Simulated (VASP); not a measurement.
# TiSbOs4 (F-43m) in VASP: further runs, part 3 of 3

VASP 6.6.1. The steps go on from the part before.

### 6 Relaxation of cell and atoms, PBE

This run uses another cell than the first one, of 16.78 Å³/atom.

INCAR reads:

```
PREC     = Accurate       # precision mode
ENCUT    = 600            # plane-wave cutoff, eV
EDIFF    = 1E-7           # SCF threshold, eV
ISMEAR   = 0              # smearing method
SIGMA    = 0.1            # smearing width, eV
LREAL    = F              # projectors in reciprocal space
LASPH    = T              # aspherical terms in the spheres
NELM     = 80             # most SCF steps
ALGO     = Fast           # electronic algorithm
ISIF     = 3              # what is computed and relaxed
LWAVE    = F              # write WAVECAR
LCHARG   = F              # write CHGCAR
GGA      = PE             # functional
IBRION   = 2              # ionic algorithm
NSW      = 100            # ionic steps
EDIFFG   = -0.01          # ionic threshold
```

KPOINTS reads:

```
regular mesh
0
Gamma
  10 10 10
```

POSCAR reads:

```
TiSbOs4
1.0
    0.0000000000      3.6922955738      3.6922955738
    3.6922955738      0.0000000000      3.6922955738
    3.6922955738      3.6922955738      0.0000000000
Ti Sb Os
1 1 4
Direct
    0.0000000000      0.0000000000      0.0000000000
    0.2500000000      0.2500000000      0.2500000000
    0.1241284541      0.6252905153      0.6252905153
    0.6252905153      0.6252905153      0.6252905153
    0.6252905153      0.1241284541      0.6252905153
    0.6252905153      0.6252905153      0.1241284541
```

Potentials or basis: VASP PAW PBE potentials, release 64 (Ti_sv, Sb, Os).

Run with:

```bash
cat potpaw_PBE.64/Ti_sv/POTCAR potpaw_PBE.64/Sb/POTCAR potpaw_PBE.64/Os/POTCAR > POTCAR
mpirun -np 1 vasp_std > vasp.out
```

OUTCAR:

```text
PREC = Accurate
   ENCUT = 600
   EDIFF = 1E-7
   ISMEAR = 0
   LREAL = F
   LASPH = T
   NELM = 80
   ISIF = 3
   GGA = PE
   IBRION = 2
   NSW = 100
   EDIFFG = -0.01

 ion  position               nearest neighbor table
   1  0.000  0.000  0.000-   3 3.06   5 3.06   6 3.06   4 3.06   4 3.06   4 3.06   5 3.06   5 3.06
                             3 3.06   3 3.06   6 3.06   6 3.06   2 3.20   2 3.20   2 3.20   2 3.20
   2  0.250  0.250  0.250-   3 3.06   5 3.06   3 3.06   6 3.06   5 3.06   6 3.06   4 3.06   4 3.06
                             4 3.06   3 3.06   5 3.06   6 3.06   1 3.20   1 3.20   1 3.20   1 3.20
   3  0.124  0.625  0.625-   4 2.60   5 2.60   6 2.60   4 2.62   6 2.62   5 2.62   1 3.06   1 3.06
                             1 3.06   2 3.06   2 3.06   2 3.06
   4  0.625  0.625  0.625-   3 2.60   5 2.60   6 2.60   6 2.62   5 2.62   3 2.62   1 3.06   1 3.06
                             1 3.06   2 3.06   2 3.06   2 3.06
   5  0.625  0.124  0.625-   3 2.60   4 2.60   6 2.60   6 2.62   4 2.62   3 2.62   1 3.06   1 3.06
                             1 3.06   2 3.06   2 3.06   2 3.06
   6  0.625  0.625  0.124-   3 2.60   4 2.60   5 2.60   4 2.62   5 2.62   3 2.62   1 3.06   1 3.06
                             1 3.06   2 3.06   2 3.06   2 3.06

  LATTYP: Found a face centered cubic cell.
 ALAT       =     7.3845911476

  Lattice vectors:

 A1 = (   0.0000000000,   3.6922955738,   3.6922955738)
 A2 = (   3.6922955738,   0.0000000000,   3.6922955738)
[... 192 lines left out ...]
  Direction    XX          YY          ZZ          XY          YZ          ZX
  --------------------------------------------------------------------------------------
  -------------------------------------------------------------------------------------
  Total        0.1017768      0.1017768      0.1017768     -0.0000000     -0.0000000      0.0000000
  in kB        1.6197208      1.6197208      1.6197208     -0.0000000     -0.0000000      0.0000000
  external PRESSURE =       1.6197208 kB  Pullay stress =       0.0000000 kB
[... 67 lines left out ...]
--------------------------------------- Ionic step        3  -------------------------------------------

 number of electron      49.0000002 magnetization

 Free energy of the ion-electron system (eV)
  ---------------------------------------------------
  ext. energy  EPLUGINS =         0.00000000
  ---------------------------------------------------
  free energy    TOTEN  =       -54.45140127 eV

  energy without entropy =      -54.41598144  energy(sigma->0) =      -54.43369135

 E-fermi :   9.0876     XC(G=0): -12.6151

 val. band max:        9.0805291890   @ k =  -0.2000   0.3000   0.1000
 cond. band min:       9.0882775623   @ k =   0.1000   0.1000   0.0000
 fundamental gap:      0.0077483733
 Fermi energy:         9.0876467110

 k-point     1 :       0.0000    0.0000    0.0000
  band No.  band energies     occupation
      1     -48.6381      2.00000
      2     -24.8589      2.00000
      3     -24.8589      2.00000
      4     -24.8589      2.00000
      5      -2.7420      2.00000
      6       0.5051      2.00000
[... 757 lines left out ...]
     28       9.8619      0.00000
     29      10.1679      0.00000

 [... further k-points ...]
[... 5 lines left out ...]
  --------------------------------------------------------------------------------------
  -------------------------------------------------------------------------------------
  Total        0.0002033      0.0002033      0.0002033      0.0000000     -0.0000000      0.0000000
  in kB        0.0032333      0.0032333      0.0032333      0.0000000     -0.0000000      0.0000000
  external PRESSURE =       0.0032333 kB  Pullay stress =       0.0000000 kB
[... 21 lines left out ...]
  FREE ENERGIE OF THE ION-ELECTRON SYSTEM (eV)
  ---------------------------------------------------
  free  energy   TOTEN  =       -54.4514012669 eV

  energy  without entropy=      -54.4159814416  energy(sigma->0) =      -54.43369135

 reached required accuracy - stopping structural energy minimisation
```

CONTCAR:

```text
TiSbOs4
   1.00000000000000
    -0.0000000000000000    3.6931147763601304    3.6931147763601304
     3.6931147763601304   -0.0000000000000000    3.6931147763601304
     3.6931147763601304    3.6931147763601304    0.0000000000000000
  Ti              Sb              Os
     1     1     4
Direct
     0.0000000000000000    0.0000000000000000    0.0000000000000000
     0.2500000000000000    0.2500000000000000    0.2500000000000000
     0.1241637522081235    0.6252787492639612    0.6252787492639612
     0.6252787492639612    0.6252787492639612    0.6252787492639612
     0.6252787492639612    0.1241637522081235    0.6252787492639612
     0.6252787492639612    0.6252787492639612    0.1241637522081235

  0.00000000E+00  0.00000000E+00  0.00000000E+00
  0.00000000E+00  0.00000000E+00  0.00000000E+00
  0.00000000E+00  0.00000000E+00  0.00000000E+00
  0.00000000E+00  0.00000000E+00  0.00000000E+00
  0.00000000E+00  0.00000000E+00  0.00000000E+00
  0.00000000E+00  0.00000000E+00  0.00000000E+00
```

Run time: 9.9 min. Hardware: 1 thread of AMD EPYC 9R45 (Zen 5), shared host; peak memory 0.36 GiB.

What came out:

| Item | Value |
| --- | --- |
| Free energy | -54.4514 eV |
| Relaxed volume | 16.79 Å³/atom |
| Relaxed cell | a = 5.223 Å, b = 5.223 Å, c = 5.223 Å, α = 60.00°, β = 60.00°, γ = 60.00° |
| Space group after relaxing (to 0.1 Å) | F-43m (No. 216) |
| Energy gained by relaxing | 0.0 meV/atom |
| Ionic steps | 3 |
| Pressure after relaxing | 0.0 GPa |
| Largest force after relaxing | 0.005 eV/Å |
| Band gap on the k mesh | zero (an odd number of electrons rules out a gap without spin polarisation) |

Forces on the atoms (eV/Å):
```
Ti   0.000  0.000  0.000
Sb   0.000  0.000  0.000
Os  -0.003  0.003  0.003
Os  -0.003 -0.003 -0.003
Os   0.003 -0.003  0.003
Os   0.003  0.003 -0.003
```

Final structure:
```
CELL_PARAMETERS angstrom
0.00000 3.69311 3.69311
3.69311 0.00000 3.69311
3.69311 3.69311 0.00000
ATOMIC_POSITIONS crystal
Ti 0.00000 0.00000 0.00000
Sb 0.25000 0.25000 0.25000
Os 0.12416 0.62528 0.62528
Os 0.62528 0.62528 0.62528
Os 0.62528 0.12416 0.62528
Os 0.62528 0.62528 0.12416
```

Levels at points of the mesh, in eV from the Fermi level:
```
           k point  band 21  band 22  band 23  band 24  band 25  band 26  band 27  band 28
(0.00, 0.00, 0.00)    -0.22    -0.22    -0.22    -0.03    -0.03    -0.03     0.50     0.50
(0.50, 0.00, 0.00)    -0.89    -0.39    -0.39    -0.20     0.13     0.13     0.50     0.57
(0.50, 0.50, 0.00)    -2.26    -2.26    -0.95    -0.10    -0.10    -0.10     0.24     0.37
```

Caveat: spin-orbit coupling is left out, which moves the levels of the heavy elements.

### 7 The runs side by side

```tsv
task	cell	k mesh	cutoff (eV)	gap on the mesh (eV)	pressure (GPa)	relaxed volume (Å³/atom)	largest force (eV/Å)
single point	a = 5.036 Å, angles 60.0°, 6 atoms	4 × 4 × 4	520	none	32.6	-	-
single point	a = 5.222 Å, angles 60.0°, 6 atoms	4 × 4 × 4	520	none	0.1	-	0.02
relaxation of cell and atoms	relaxed from a = 5.036 Å, angles 60.0°, 6 atoms	4 × 4 × 4	600	none	0.1	16.78	-
single point	a = 5.222 Å, angles 60.0°, 6 atoms	10 × 10 × 10	520	none	0.0	-	0.01
relaxation of cell and atoms	relaxed from a = 5.222 Å, angles 60.0°, 6 atoms	10 × 10 × 10	600	none	0.0	16.79	0.01
```

Alike in all rows: level PBE; potentials or basis VASP PAW PBE potentials, release 64 (Ti_sv, Sb, Os); no spin polarisation; smearing gaussian 0.1 eV.

Caveats: some runs use coarse meshes; spin-orbit coupling is left out, which moves the levels of the heavy elements.

Absolute energies hang on the potentials; compare differences alone.
